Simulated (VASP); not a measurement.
# Li2O (Fm-3m) in VASP: single point with LDA

Aim: the single point of Li2O with LDA.

All numbers are computed with VASP 6.6.1; they aren't measurements. Logs are shortened: lines on timing, memory, paths and dates and some standing lists are left out, and cuts for length are marked.

### 1 The cell of the first run

It takes space group Fm-3m (No. 225, cubic). The conventional cell has a = 4.619 Å, b = 4.619 Å, c = 4.619 Å, α = 90.00°, β = 90.00°, γ = 90.00°. Li (site symmetry -43m) has 4 O at 2.00 Å and 6 Li at 2.31 Å within 2.7 Å. Within 2.7 Å of O (site symmetry m-3m) lie 8 Li at 2.00 Å.

### 2 Single point, LDA

The input, INCAR:

```
ALGO = Normal ; EDIFF = 1E-6
ENCUT = 750 ; GGA = CA
GGA_COMPAT = False ; ISIF = 2
ISMEAR = 0 ; LASPH = True
LCHARG = True ; LELF = True
LREAL = False ; LVHAR = True
LWAVE = False ; NBANDS = 13
NELM = 120 ; PREC = Accurate
SIGMA = 0.1
```

The input, KPOINTS:

```
k-points
0
Gamma
  6 6 6
```

The input, POSCAR:

```
Li2O
1.0
    0.0000000000      2.3095000000      2.3095000000
    2.3095000000      0.0000000000      2.3095000000
    2.3095000000      2.3095000000      0.0000000000
Li O
2 1
Direct
    0.2500000000      0.2500000000      0.2500000000
    0.7500000000      0.7500000000      0.7500000000
    0.0000000000      0.0000000000      0.0000000000
```

Potentials or basis: VASP PAW LDA potentials, release 64 (Li_sv, O).

Launch:

```sh
$ cat potpaw_LDA.64/Li_sv/POTCAR potpaw_LDA.64/O/POTCAR > POTCAR
$ mpirun -np 1 vasp_std > vasp.out
```

OUTCAR:

```text
EDIFF = 1E-6
   ENCUT = 750
   GGA = CA
   ISIF = 2
   ISMEAR = 0
   LASPH = True
   LREAL = False
   NELM = 120
   PREC = Accurate

 ion  position               nearest neighbor table
   1  0.250  0.250  0.250-   3 2.00   3 2.00   3 2.00   3 2.00   2 2.31   2 2.31   2 2.31   2 2.31
                             2 2.31   2 2.31
   2  0.750  0.750  0.750-   3 2.00   3 2.00   3 2.00   3 2.00   1 2.31   1 2.31   1 2.31   1 2.31
                             1 2.31   1 2.31
   3  0.000  0.000  0.000-   2 2.00   2 2.00   2 2.00   1 2.00   2 2.00   1 2.00   1 2.00   1 2.00

  LATTYP: Found a face centered cubic cell.
 ALAT       =     4.6190000000

  Lattice vectors:

 A1 = (   0.0000000000,   2.3095000000,   2.3095000000)
 A2 = (   2.3095000000,   0.0000000000,   2.3095000000)
 A3 = (   2.3095000000,   2.3095000000,   0.0000000000)

Analysis of symmetry for initial positions (statically):
=====================================================================
 Subroutine PRICEL returns:
 Original cell was already a primitive cell.

 Routine SETGRP: Setting up the symmetry group for a
 face centered cubic supercell.

 Subroutine GETGRP returns: Found 48 space group operations
 (whereof 48 operations were pure point group operations)
 out of a pool of 48 trial point group operations.

The static configuration has the point symmetry O_h .

Analysis of symmetry for dynamics (positions and initial velocities):
=====================================================================
 Subroutine PRICEL returns:
 Original cell was already a primitive cell.

 Routine SETGRP: Setting up the symmetry group for a
 face centered cubic supercell.

 Subroutine GETGRP returns: Found 48 space group operations
 (whereof 48 operations were pure point group operations)
 out of a pool of 48 trial point group operations.

The dynamic configuration has the point symmetry O_h .

 Subroutine INISYM returns: Found 48 space group operations
 (whereof 48 operations are pure point group operations),
 and found     1 'primitive' translations

----------------------------------------------------------------------------------------

                                     Primitive cell

  volume of cell :      24.6368

  direct lattice vectors                    reciprocal lattice vectors
     0.000000000  2.309500000  2.309500000    -0.216497077  0.216497077  0.216497077
[... 89 lines left out ...]
   PSTRESS=    0.0 pullay stress
   NELECT =      12.0000    total number of electrons
   NUPDOWN=      -1.0000    fix difference up-down
   EMIN   =  10.00;   EMAX   =-10.00  energy-range for DOS
   EFERMI =   0.00;   METHOD = LEGACY
   ISMEAR =     0;   SIGMA  =   0.10  broadening in eV -4-tet -1-fermi 0-gaus
   EFERMI_NEDOS =   21; number of points for ismear=-14 and -15
   IALGO  =     38    algorithm
   IMIX   =      4    mixing-type and parameters
     AMIX     =   0.40;   BMIX     =  1.00
     AMIX_MAG =   1.60;   BMIX_MAG =  1.00
  volume/ion in A,a.u.               =       8.21        55.42
  Fermi-wavevector in a.u.,A,eV,Ry     =   1.288073  2.434106 22.573876  1.659133
  Thomas-Fermi vector in A             =   2.420049
   LORBIT       =      0    0 simple, 1 ext, 2 COOP (PROOUT), +10 PAW based schemes
   GGA     = CA    functional components
   LHFCALC =     F    Hartree Fock is set to
   AEXX    =    0.0000 exact exchange contribution
   IVDW    =     0    specifies the selected vdW correction
   LEPSILON=     F    determine dielectric tensor
   LRPA    =     F    only Hartree local field effects (RPA)
 non-spin polarized calculation
 Gauss-broadening in eV      SIGMA  =   0.10
  energy-cutoff  :      750.00
  volume of cell :       24.64
 maximum number of plane-waves:      1167
 NGX is ok and might be reduce to    30
   NGX = 15   NGY = 15   NGZ = 15

 number of electron      12.0000000 magnetization

 Free energy of the ion-electron system (eV)
  ---------------------------------------------------
  ext. energy  EPLUGINS =         0.00000000
  ---------------------------------------------------
  free energy    TOTEN  =       -15.71816932 eV

  energy without entropy =      -15.71816932  energy(sigma->0) =      -15.71816932

 E-fermi :   1.6542     XC(G=0): -10.2374

 val. band max:        1.1415000601   @ k =   0.0000   0.0000   0.0000
 cond. band min:       5.9444867540   @ k =   0.5000   0.5000   0.0000
 fundamental gap:      4.8029866939
 Fermi energy:         1.6542094016

 k-point     1 :       0.0000    0.0000    0.0000
  band No.  band energies     occupation
      1     -40.7409      2.00000
      2     -40.3718      2.00000
      3     -13.9627      2.00000
      4       1.1415      2.00000
      5       1.1415      2.00000
      6       1.1415      2.00000
      7       6.3910      0.00000
      8      12.7357      0.00000
      9      12.7357      0.00000
     10      12.7357      0.00000
     11      19.8730      0.00000
     12      19.8730      0.00000
     13      19.8730      0.00000
[... 226 lines left out ...]
  band No.  band energies     occupation
      1     -40.5655      2.00000
      2     -40.5055      2.00000
      3     -13.6860      2.00000
      4      -0.6398      2.00000
      5      -0.4110      2.00000
      6      -0.3255      2.00000
      7       7.4224      0.00000
      8      12.2402      0.00000
      9      14.7174      0.00000
     10      15.3548      0.00000
     11      17.7279      0.00000
     12      20.8116      0.00000
     13      22.9347      0.00000

------------------------ aborting loop because EDIFF is reached ----------------------------------------

  FORCE on cell =-STRESS in cart. coord.  units (eV):
  Direction    XX          YY          ZZ          XY          YZ          ZX
  --------------------------------------------------------------------------------------
  -------------------------------------------------------------------------------------
  Total       -1.0519567     -1.0519567     -1.0519567      0.0000000      0.0000000     -0.0000000
  in kB      -68.4107823    -68.4107823    -68.4107823      0.0000000      0.0000000     -0.0000000
  external PRESSURE =     -68.4107823 kB  Pullay stress =       0.0000000 kB

 VOLUME and BASIS-vectors are now :
 -----------------------------------------------------------------------------
  energy-cutoff  :      750.00
  volume of cell :       24.64
      direct lattice vectors                 reciprocal lattice vectors
     0.000000000  2.309500000  2.309500000    -0.216497077  0.216497077  0.216497077
     2.309500000  0.000000000  2.309500000     0.216497077 -0.216497077  0.216497077
     2.309500000  2.309500000  0.000000000     0.216497077  0.216497077 -0.216497077

 POSITION                                       TOTAL-FORCE (eV/Angst)
 -----------------------------------------------------------------------------------
      1.15475      1.15475      1.15475        -0.000000     -0.000000     -0.000000
      3.46425      3.46425      3.46425         0.000000      0.000000      0.000000
      0.00000      0.00000      0.00000         0.000000      0.000000      0.000000
 -----------------------------------------------------------------------------------
    total drift:                                0.000000     -0.000000      0.000000

  FREE ENERGIE OF THE ION-ELECTRON SYSTEM (eV)
  ---------------------------------------------------
  free  energy   TOTEN  =       -15.7181693180 eV

  energy  without entropy=      -15.7181693180  energy(sigma->0) =      -15.71816932
```

OSZICAR:

```text
N       E                     dE             d eps       ncg     rms          rms(c)
DAV:   1     0.579301885995E+02    0.57930E+02   -0.70537E+03   416   0.127E+03
DAV:   2    -0.113432276597E+02   -0.69273E+02   -0.66264E+02   491   0.271E+02
DAV:   3    -0.173648580345E+02   -0.60216E+01   -0.59681E+01   733   0.566E+01
DAV:   4    -0.174507564131E+02   -0.85898E-01   -0.85888E-01   490   0.794E+00
DAV:   5    -0.174512871714E+02   -0.53076E-03   -0.53074E-03   603   0.543E-01    0.721E+00
DAV:   6    -0.158136801801E+02    0.16376E+01   -0.80786E+00   451   0.148E+01    0.290E+00
DAV:   7    -0.157471866602E+02    0.66494E-01   -0.22702E-01   516   0.318E+00    0.144E+00
DAV:   8    -0.157200422735E+02    0.27144E-01   -0.78879E-02   554   0.241E+00    0.418E-01
DAV:   9    -0.157181248007E+02    0.19175E-02   -0.52034E-03   509   0.622E-01    0.121E-01
DAV:  10    -0.157181926901E+02   -0.67889E-04   -0.34459E-04   531   0.175E-01    0.427E-02
DAV:  11    -0.157181689757E+02    0.23714E-04   -0.48172E-05   511   0.726E-02    0.961E-03
DAV:  12    -0.157181693180E+02   -0.34235E-06   -0.56524E-06   550   0.232E-02
   1 F= -.15718169E+02 E0= -.15718169E+02  d E =-.300430E-14
```

stdout:

```text
POSCAR found type information on POSCAR LiO
 POSCAR found :  2 types and       3 ions
 scaLAPACK will be used
 LDA part: xc-table for (Slater(with rela. corr.)+CA(PZ))
 , standard interpolation
 POSCAR, INCAR and KPOINTS ok, starting setup
 FFT: planning ... GRIDC
 FFT: planning ... GRID_SOFT
 FFT: planning ... GRID
 WAVECAR not read
 entering main loop
```

It used 9.4 s of CPU time on 1 thread of Intel Xeon 6975P-C, on a shared host.

What came out:

- Free energy: -15.7182 eV
- Pressure: -6.8 GPa
- Band gap on the k mesh: 4.80 eV, indirect (least direct gap 5.25 eV)
